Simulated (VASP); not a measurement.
Crystal: Ni.

```xyz
2
Lattice="2.7674 0.0000 0.0000 0.0000 2.7674 0.0000 0.0000 0.0000 2.7674" Properties=species:S:1:pos:R:3 pbc="T T T"
Ni    0.0000    0.0000    0.0000
Ni    1.3837    1.3837    1.3837
```

Base run:

| Quantity | Value |
| --- | --- |
| Program | VASP 6.6.1 |
| Functional | LDA |
| Potentials or basis | VASP PAW LDA potentials, release 64 (Ni) |
| Cutoff | 520 eV |
| k mesh | 11 × 11 × 11 |
| Occupations | fermi-dirac, width 0.05 eV |
| Spin | collinear spin, ferromagnetic start |
| Starting moments | [1.5, 1.5] μB |

Its results: pressure -10.8 GPa; net moment 0.90 μB per cell; site moments Ni +0.45 μB.

Problem. The run is repeated on the same cell with these changes: potentials or basis from VASP PAW LDA potentials, release 64 (Ni) to VASP PAW LDA potentials, release 64 (Ni_sv_GW); cutoff from 520 eV to 590 eV; further incar settings from ALGO = Normal; EDIFF = 1e-07; NBANDS = 21 to ALGO = Normal; EDIFF = 1e-06; NBANDS = 29; valence electrons from 20 to 36. What comes out?

Solution. Pressure -14.2 GPa; net moment 0.93 μB per cell; site moments Ni +0.48 μB.
